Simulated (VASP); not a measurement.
Input of a VASP 6.6.1 run:

File INCAR:

```
ALGO = Normal
EDIFF = 1E-6
ENCUT = 520
GGA = RP
ISIF = 2
ISMEAR = -1
IVDW = 12
LASPH = True
LCHARG = True
LELF = True
LREAL = False
LVHAR = True
LWAVE = False
NBANDS = 26
NELM = 60
PREC = Accurate
SIGMA = 0.05
```

KPOINTS

```
k-points
0
Gamma
  7 7 4
```

The input POSCAR:

```
CdS
1.0
    4.1774842447      0.0000000000      0.0000000000
   -2.0887421223      3.6178074798      0.0000000000
    0.0000000000      0.0000000000      6.7816171943
Cd S
2 2
Direct
    0.6666666667      0.3333333333      0.5000000000
    0.3333333333      0.6666666667      0.0000000000
    0.6666666667      0.3333333333      0.8750000000
    0.3333333333      0.6666666667      0.3750000000
```

Potentials or basis: VASP PAW PBE potentials, release 64 (Cd, S).

The run is started by

```sh
$ cat potpaw_PBE.64/Cd/POTCAR potpaw_PBE.64/S/POTCAR > POTCAR
$ mpirun -np 1 vasp_std > vasp.out
```

(1) Estimate the dispersion energy per atom.

(2) Predict the largest force.

Answers

(1) -1.123 eV.

(2) 0.085 eV/Å.

Caveat: the cell stands under tension; the PAW data sets were made with another functional, which shifts forces and pressure a little.
